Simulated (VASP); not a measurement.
# SnO2 (R-3m) in VASP: a series of runs

The runs below take SnO2 through single point, with BLYP, revPBE, RPBE.

All numbers are computed with VASP 6.6.1; they aren't measurements. Logs are shortened: lines on timing, memory, paths and dates and some standing lists are left out, and cuts for length are marked.

## (1) The cell of the first run

Symmetry: R-3m, No. 166, trigonal system. Conventional cell: a = 3.234 Å, b = 3.234 Å, c = 14.402 Å, α = 90.00°, β = 90.00°, γ = 120.00°. Sn (site symmetry -3m) has 6 O at 2.13 Å within 2.8 Å. O (site symmetry 3m) has 3 Sn at 2.13 Å and 3 O at 2.76 Å within 2.8 Å.

## (2) Single point, BLYP

INCAR reads:

```
  AGGAC = 1.0
  AGGAX = 1.0
  ALDAC = 0.0
  ALDAX = 1.0
  ALGO = Normal
  EDIFF = 1E-6
  ENCUT = 520
  GGA = B5
  ISIF = 2
  ISMEAR = -1
  LASPH = True
  LCHARG = False
  LREAL = False
  LWAVE = False
  NBANDS = 20
  NELM = 80
  PREC = Accurate
  SIGMA = 0.05
```

KPOINTS reads:

```
k-points
0
Gamma
  10 10 10
```

POSCAR reads:

```
SnO2
1.0
    1.6170930752      0.9336291223      4.8005925840
   -1.6170930752      0.9336291223      4.8005925840
    0.0000000000     -1.8672582446      4.8005925840
Sn O
1 2
Direct
    0.5000000000      0.5000000000      0.5000000000
    0.7628300000      0.7628300000      0.7628300000
    0.2371700000      0.2371700000      0.2371700000
```

Potentials or basis: VASP PAW PBE potentials, release 64 (Sn_d, O).

The run is started by

```console
$ cat potpaw_PBE.64/Sn_d/POTCAR potpaw_PBE.64/O/POTCAR > POTCAR
$ mpirun -np 1 vasp_std > vasp.out
```

OUTCAR:

```text
EDIFF = 1E-6
   ENCUT = 520
   GGA = B5
   ISIF = 2
   ISMEAR = -1
   LASPH = True
   LREAL = False
   NELM = 80
   PREC = Accurate

 ion  position               nearest neighbor table
   1  0.500  0.500  0.500-   3 2.13   3 2.13   2 2.13   2 2.13   3 2.13   2 2.13
   2  0.763  0.763  0.763-   1 2.13   1 2.13   1 2.13
   3  0.237  0.237  0.237-   1 2.13   1 2.13   1 2.13

  LATTYP: Found a trigonal (rhomboedric) cell.
 ALAT       =     5.1509554948
 COS(alpha) =     0.8028828391

  Lattice vectors:

 A1 = (   1.6170930752,   0.9336291223,   4.8005925840)
 A2 = (  -1.6170930752,   0.9336291223,   4.8005925840)
 A3 = (   0.0000000000,  -1.8672582446,   4.8005925840)

Analysis of symmetry for initial positions (statically):
=====================================================================
 Subroutine PRICEL returns:
 Original cell was already a primitive cell.

 Routine SETGRP: Setting up the symmetry group for a
 trigonal (rhombohedral) supercell.

 Subroutine GETGRP returns: Found 12 space group operations
 (whereof 12 operations were pure point group operations)
 out of a pool of 12 trial point group operations.

The static configuration has the point symmetry D_3d.

Analysis of symmetry for dynamics (positions and initial velocities):
=====================================================================
 Subroutine PRICEL returns:
 Original cell was already a primitive cell.

 Routine SETGRP: Setting up the symmetry group for a
 trigonal (rhombohedral) supercell.

 Subroutine GETGRP returns: Found 12 space group operations
 (whereof 12 operations were pure point group operations)
 out of a pool of 12 trial point group operations.

The dynamic configuration has the point symmetry D_3d.

 Subroutine INISYM returns: Found 12 space group operations
 (whereof 12 operations are pure point group operations),
 and found     1 'primitive' translations

----------------------------------------------------------------------------------------

                                     Primitive cell

  volume of cell :      43.4866

  direct lattice vectors                    reciprocal lattice vectors
     1.617093075  0.933629122  4.800592584     0.309196797  0.178514854  0.069435872
    -1.617093075  0.933629122  4.800592584    -0.309196797  0.178514854  0.069435872
     0.000000000 -1.867258245  4.800592584     0.000000000 -0.357029708  0.069435872

  length of vectors
     5.150955495  5.150955495  5.150955495     0.363719058  0.363719058  0.363719058

  position of ions in fractional coordinates (direct lattice)
     0.500000000  0.500000000  0.500000000
     0.762830000  0.762830000  0.762830000
     0.237170000  0.237170000  0.237170000

  ion indices of the primitive-cell ions
   primitive index   ion index
                 1           1
                 2           2
                 3           3

----------------------------------------------------------------------------------------

 KPOINTS: k-points

Automatic generation of k-mesh.
 Grid dimensions read from file:
 generate k-points for:   10   10   10

 Generating k-lattice:

  Cartesian coordinates                     Fractional coordinates (reciprocal lattice)
     0.030919680  0.017851485  0.006943587     0.100000000  0.000000000 -0.000000000
    -0.030919680  0.017851485  0.006943587     0.000000000  0.100000000 -0.000000000
     0.000000000 -0.035702971  0.006943587    -0.000000000 -0.000000000  0.100000000

  Length of vectors
     0.036371906  0.036371906  0.036371906

  Shift w.r.t. Gamma in fractional coordinates (k-lattice)
     0.000000000  0.000000000  0.000000000

 Subroutine IBZKPT returns following result:
 ===========================================

 Found    116 irreducible k-points:

 Following reciprocal coordinates:
            Coordinates               Weight
  0.000000  0.000000  0.000000      1.000000
  0.100000  0.000000  0.000000      6.000000
  0.200000  0.000000  0.000000      6.000000
  0.300000  0.000000 -0.000000      6.000000
  0.400000  0.000000 -0.000000      6.000000
  0.500000  0.000000  0.000000      3.000000
[... 16 lines left out ...]
  0.300000  0.300000  0.000000      6.000000
  0.400000  0.300000  0.000000     12.000000
 [... further k-points ...]
   k-points           NKPTS =    116   k-points in BZ     NKDIM =    116   number of bands    NBANDS=     20
   number of dos      NEDOS =    301   number of ions     NIONS =      3
   total plane-waves  NPLWV =  64000
   dimension x,y,z NGX =    40 NGY =   40 NGZ =   40
   dimension x,y,z NGXF=    80 NGYF=   80 NGZF=   80
   ions per type =               1   2
   NGX,Y,Z   is equivalent  to a cutoff of  12.91, 12.91, 12.91 a.u.
   NGXF,Y,Z  is equivalent  to a cutoff of  25.82, 25.82, 25.82 a.u.
 SYSTEM =  unknown system
   PREC   = accura    normal or accurate (medium, high low for compatibility)
   ISTART =      0    job   : 0-new  1-cont  2-samecut
   ICHARG =      2    charge: 1-file 2-atom 10-const
   ISPIN  =      1    spin polarized calculation?
   LNONCOLLINEAR =      F non collinear calculations
   LSORBIT =      F    spin-orbit coupling
   LASPH  =      T    aspherical Exc in radial PAW
   ENCUT  =  520.0 eV  38.22 Ry    6.18 a.u.   9.58  9.58  9.58*2*pi/ulx,y,z
   NELM   =     80;   NELMIN=  2; NELMDL= -5     # of ELM steps
   EDIFF  = 0.1E-05   stopping-criterion for ELM
   LREAL  =      F    real-space projection
   EDIFFG = 0.1E-04   stopping-criterion for IOM
   NSW    =      0    number of steps for IOM
   IBRION =     -1    ionic relax: 0-MD 1-quasi-New 2-CG
   NFREE  =      0    steps in history (QN), initial steepest desc. (CG)
   ISIF   =      2    stress and relaxation
   ISYM   =      2    0-nonsym 1-usesym 2-fastsym
   POTIM  = 0.5000    time-step for ionic-motion
   TEBEG  =    0.0;   TEEND  =   0.0 temperature during run
   PSTRESS=    0.0 pullay stress
   NELECT =      26.0000    total number of electrons
   NUPDOWN=      -1.0000    fix difference up-down
   EMIN   =  10.00;   EMAX   =-10.00  energy-range for DOS
   EFERMI =   0.00;   METHOD = LEGACY
   ISMEAR =    -1;   SIGMA  =   0.05  broadening in eV -4-tet -1-fermi 0-gaus
   EFERMI_NEDOS =   21; number of points for ismear=-14 and -15
   IALGO  =     38    algorithm
   IMIX   =      4    mixing-type and parameters
     AMIX     =   0.40;   BMIX     =  1.00
     AMIX_MAG =   1.60;   BMIX_MAG =  1.00
  volume/ion in A,a.u.               =      14.50        97.82
  Fermi-wavevector in a.u.,A,eV,Ry     =   1.379158  2.606231 25.879336  1.902078
  Thomas-Fermi vector in A             =   2.504154
   LORBIT       =      0    0 simple, 1 ext, 2 COOP (PROOUT), +10 PAW based schemes
   GGA     = B5    functional components
   LHFCALC =     F    Hartree Fock is set to
   AEXX    =    0.0000 exact exchange contribution
   IVDW    =     0    specifies the selected vdW correction
   LEPSILON=     F    determine dielectric tensor
   LRPA    =     F    only Hartree local field effects (RPA)
 non-spin polarized calculation
  energy-cutoff  :      520.00
  volume of cell :       43.49
 maximum number of plane-waves:      1190
 NGX is ok and might be reduce to    40
   NGX = 19   NGY = 19   NGZ = 19

 number of electron      26.0000004 magnetization

 Free energy of the ion-electron system (eV)
  ---------------------------------------------------
  ext. energy  EPLUGINS =         0.00000000
  ---------------------------------------------------
  free energy    TOTEN  =       -16.94237762 eV

  energy without entropy =      -16.94237762  energy(sigma->0) =      -16.94237762

 E-fermi :   4.6652     XC(G=0):  -9.6132

 val. band max:        3.5809620019   @ k =  -0.2000   0.2000   0.0000
 cond. band min:       5.4904723128   @ k =   0.0000   0.0000   0.0000
 fundamental gap:      1.9095103110
 Fermi energy:         4.6652495025

 k-point     1 :       0.0000    0.0000    0.0000
  band No.  band energies     occupation
      1     -16.4025      2.00000
      2     -16.2289      2.00000
      3     -16.2289      2.00000
      4     -16.0399      2.00000
      5     -16.0399      2.00000
      6     -14.2566      2.00000
[... 12 lines left out ...]
     19      20.9083      0.00000
     20      20.9084      0.00000

 k-point     2 :       0.1000    0.0000    0.0000
  band No.  band energies     occupation
      1     -16.3733      2.00000
      2     -16.2961      2.00000
      3     -16.2088      2.00000
      4     -16.0596      2.00000
      5     -16.0404      2.00000
      6     -14.1846      2.00000
[... 12 lines left out ...]
     19      19.0814      0.00000
     20      20.9578      0.00000

 k-point     3 :       0.2000    0.0000    0.0000
  band No.  band energies     occupation
      1     -16.5222      2.00000
      2     -16.2550      2.00000
      3     -16.1639      2.00000
      4     -16.0879      2.00000
      5     -16.0330      2.00000
      6     -13.9609      2.00000
[... 12 lines left out ...]
     19      17.6396      0.00000
     20      21.1805      0.00000

 k-point     4 :       0.3000    0.0000   -0.0000
  band No.  band energies     occupation
      1     -16.7489      2.00000
      2     -16.1802      2.00000
      3     -16.1361      2.00000
      4     -16.0842      2.00000
      5     -15.9947      2.00000
      6     -13.6054      2.00000
[... 12 lines left out ...]
     19      16.7487      0.00000
     20      19.7274      0.00000

 k-point     5 :       0.4000    0.0000   -0.0000
  band No.  band energies     occupation
      1     -16.9158      2.00000
      2     -16.1782      2.00000
      3     -16.1336      2.00000
      4     -16.0298      2.00000
      5     -15.9426      2.00000
      6     -13.2330      2.00000
[... 12 lines left out ...]
     19      16.4587      0.00000
     20      18.0956      0.00000
[... 353 lines left out ...]
      6     -12.8252      2.00000
[... 12 lines left out ...]
     19      17.1476      0.00000
     20      17.8707      0.00000

 k-point    22 :      -0.2000    0.2000    0.0000
  band No.  band energies     occupation
      1     -16.7245      2.00000
      2     -16.3218      2.00000
      3     -16.1111      2.00000
      4     -16.1011      2.00000
      5     -15.9734      2.00000
      6     -13.3057      2.00000
[... 12 lines left out ...]
     19      17.2447      0.00000
     20      18.6368      0.00000

 k-point    23 :       0.3000    0.3000    0.0000
  band No.  band energies     occupation
      1     -16.7478      2.00000
      2     -16.1793      2.00000
      3     -16.1358      2.00000
      4     -16.0847      2.00000
      5     -15.9947      2.00000
      6     -13.6079      2.00000
[... 12 lines left out ...]
     19      16.4204      0.00000
     20      21.7603      0.00000

 k-point    24 :       0.4000    0.3000    0.0000
  band No.  band energies     occupation
      1     -16.8145      2.00000
      2     -16.2222      2.00000
      3     -16.1446      2.00000
      4     -16.0633      2.00000
      5     -15.9664      2.00000
      6     -13.3052      2.00000
[... 12 lines left out ...]
     19      16.8226      0.00000
     20      20.6560      0.00000

 [... further k-points ...]

------------------------ aborting loop because EDIFF is reached ----------------------------------------

  FORCE on cell =-STRESS in cart. coord.  units (eV):
  Direction    XX          YY          ZZ          XY          YZ          ZX
  --------------------------------------------------------------------------------------
  -------------------------------------------------------------------------------------
  Total        1.6041232      1.6041232      0.3691394      0.0000000      0.0000000      0.0000000
  in kB       59.1007231     59.1007231     13.6002040      0.0000000      0.0000000      0.0000000
  external PRESSURE =      43.9338834 kB  Pullay stress =       0.0000000 kB

 VOLUME and BASIS-vectors are now :
 -----------------------------------------------------------------------------
  energy-cutoff  :      520.00
  volume of cell :       43.49
      direct lattice vectors                 reciprocal lattice vectors
     1.617093075  0.933629122  4.800592584     0.309196797  0.178514854  0.069435872
    -1.617093075  0.933629122  4.800592584    -0.309196797  0.178514854  0.069435872
     0.000000000 -1.867258245  4.800592584     0.000000000 -0.357029708  0.069435872

 POSITION                                       TOTAL-FORCE (eV/Angst)
 -----------------------------------------------------------------------------------
      0.00000      0.00000      7.20089         0.000000      0.000000     -0.000000
      0.00000      0.00000     10.98611        -0.000000     -0.000000     -0.092969
      0.00000      0.00000      3.41567        -0.000000      0.000000      0.092969
 -----------------------------------------------------------------------------------
    total drift:                                0.000000      0.000000      0.000000

  FREE ENERGIE OF THE ION-ELECTRON SYSTEM (eV)
  ---------------------------------------------------
  free  energy   TOTEN  =       -16.9423776231 eV

  energy  without entropy=      -16.9423776228  energy(sigma->0) =      -16.94237762
```

It took 2.5 min on 1 thread of Intel Xeon 6975P-C (Granite Rapids), shared host; peak memory 0.29 GiB.

Results:

| Property | Result |
| --- | --- |
| Free energy | -16.9424 eV |
| Pressure | 4.4 GPa |
| Largest force | 0.093 eV/Å |
| Band gap on the k mesh | 1.91 eV, indirect (least direct gap 2.02 eV) |

Forces on the atoms (eV/Å):
```
Sn   0.000  0.000  0.000
O    0.000  0.000 -0.093
O    0.000  0.000  0.093
```

Levels at points of the mesh, in eV from the valence-band top:
| k point | band 9 | band 10 | band 11 | band 12 | band 13 | band 14 | band 15 | band 16 | band 17 | band 18 |
| --- | --- | --- | --- | --- | --- | --- | --- | --- | --- | --- |
| (0.00, 0.00, 0.00) | -1.25 | -1.25 | -0.86 | -0.86 | -0.11 | 1.91 | 5.81 | 11.05 | 11.05 | 11.70 |
| (0.50, 0.00, 0.00) | -4.04 | -2.87 | -1.42 | -0.58 | -0.55 | 5.26 | 7.79 | 10.07 | 12.56 | 12.70 |
| (0.50, 0.50, 0.00) | -4.26 | -2.96 | -1.11 | -0.44 | -0.02 | 5.00 | 6.99 | 10.73 | 11.43 | 12.64 |
| (0.50, 0.50, 0.50) | -1.31 | -1.31 | -1.25 | -0.81 | -0.81 | 3.13 | 5.73 | 11.22 | 11.22 | 12.23 |

Caveat: the PAW data sets were made with another functional, which shifts forces and pressure a little; spin-orbit coupling is left out, which moves the levels of the heavy elements. A k mesh can miss the band edges.

## (3) Single point, revPBE

This run uses another cell than the first one, of 18.42 Å³/atom, 1.271 times its volume.

INCAR reads:

```
ALGO = Normal
EDIFF = 1E-6
ENCUT = 520
GGA = RE
ISIF = 2
ISMEAR = -1
LASPH = True
LCHARG = False
LREAL = False
LWAVE = False
NBANDS = 20
NELM = 80
PREC = Accurate
SIGMA = 0.05
```

KPOINTS is that of step 2.

POSCAR reads:

```
SnO2
1.0
    1.6212493809      0.9360287665      6.0686570232
   -1.6212493809      0.9360287665      6.0686570232
    0.0000000000     -1.8720575330      6.0686570232
Sn O
1 2
Direct
    0.5000000000      0.5000000000      0.5000000000
    0.7773898119      0.7773898119      0.7773898119
    0.2226101881      0.2226101881      0.2226101881
```

Potentials or basis: VASP PAW PBE potentials, release 64 (Sn_d, O).

The run is started by

```console
$ cat potpaw_PBE.64/Sn_d/POTCAR potpaw_PBE.64/O/POTCAR > POTCAR
$ mpirun -np 1 vasp_std > vasp.out
```

Wall time 3.3 min (1 thread of Intel Xeon 6975P-C (Granite Rapids), shared host); peak memory 0.38 GiB.

It converged, with:

```
Free energy            : -17.2900 eV
Pressure               : 0.4 GPa
Largest force          : 0.045 eV/Å
Band gap on the k mesh : 2.40 eV, indirect (least direct gap 2.81 eV)
```

Forces in eV/Å, atoms in the order of the input:
```
Sn   0.000  0.000  0.000
O    0.000  0.000 -0.045
O    0.000  0.000  0.045
```

Stress tensor (GPa, compression positive):
```
0.57 0.00 0.00
0.00 0.57 0.00
0.00 0.00 0.19
```

Levels at points of the mesh, in eV from the valence-band top:
| k point | band 11 | band 12 | band 13 | band 14 | band 15 | band 16 |
| --- | --- | --- | --- | --- | --- | --- |
| (0.00, 0.00, 0.00) | -0.74 | -0.74 | -0.41 | 2.40 | 5.85 | 9.32 |
| (0.50, 0.00, 0.00) | -1.15 | -0.39 | -0.16 | 5.31 | 7.54 | 10.25 |
| (0.50, 0.50, 0.00) | -1.12 | -0.39 | -0.09 | 5.26 | 7.28 | 10.57 |
| (0.50, 0.50, 0.50) | -0.74 | -0.74 | -0.64 | 2.75 | 5.69 | 9.39 |

Caveat: the PAW data sets were made with another functional, which shifts forces and pressure a little; spin-orbit coupling is left out, which moves the levels of the heavy elements. A k mesh can miss the band edges.

(Continued in part 2 of 2.)
